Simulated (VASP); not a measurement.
Al5Rh: single point with PBE

The system is Al5Rh.

```
Al Rh
1.0
     5.18380    0.00000    0.00000
    -2.59190    4.48930    0.00000
     0.00000    0.00000    7.43030
Al Rh
5 1
Direct
  0.00000 0.00000 0.18488
  0.00000 0.00000 0.81512
  0.50000 0.00000 0.00000
  0.00000 0.50000 0.00000
  0.50000 0.50000 0.00000
  0.00000 0.00000 0.50000
```

The cell was built from a structure type or drawn by symmetry, and may not be a known phase.

```
Program             : VASP 6.6.1
Task                : single point
Functional          : PBE
Potentials or basis : VASP PAW PBE potentials, release 64 (Al, Rh_pv)
Cutoff              : 520 eV
k mesh              : 6 × 6 × 4
Occupations         : gaussian, width 0.1 eV
Spin                : collinear spin, ferromagnetic start
Starting moments    : [0.0, 0.0, 0.0, 0.0, 0.0, 1.0] μB
```

The pressure is 0.2 GPa and the largest force is 0.046 eV/Å. The net moment is 1.15 μB per cell, the site moments are Al +0.01, +0.00 (each value once); Rh +0.88 μB and the valence electrons inside the program's atomic spheres are Al 0.79, 0.80 (each value once); Rh 13.76.

Forces on the atoms (eV/Å):
```
Al   0.000  0.000 -0.046
Al   0.000  0.000  0.046
Al   0.000  0.000  0.000
Al   0.000  0.000  0.000
Al   0.000  0.000  0.000
Rh   0.000  0.000  0.000
```

Stress tensor (GPa, compression positive):
```
0.00 0.00 0.00
0.00 0.00 0.00
0.00 0.00 0.66
```

Levels at points of the mesh, in eV from the Fermi level:
Spin up:
```tsv
k point	band 14	band 15	band 16	band 17	band 18	band 19
(0.00, 0.00, 0.00)	-1.48	-1.09	-0.81	-0.81	1.69	2.53
(0.50, 0.00, 0.00)	-0.61	-0.28	1.19	1.44	1.55	2.28
(0.00, 0.00, 0.50)	-1.23	-0.89	-0.89	-0.23	0.09	1.58
(0.50, 0.00, 0.50)	-0.78	0.09	0.59	1.02	1.94	2.26
```
Spin down:
```tsv
k point	band 13	band 14	band 15	band 16	band 17	band 18
(0.00, 0.00, 0.00)	-1.22	-1.22	-0.47	-0.06	-0.06	1.74
(0.50, 0.00, 0.00)	-0.19	0.00	0.40	1.29	1.51	1.56
(0.00, 0.00, 0.50)	-0.89	-0.89	-0.16	-0.12	-0.12	0.52
(0.50, 0.00, 0.50)	-0.11	0.01	0.17	0.63	1.37	1.97
```

It took 8.5 min on 1 thread of Intel Xeon 8259CL, on a shared host, peak memory 0.43 GiB.
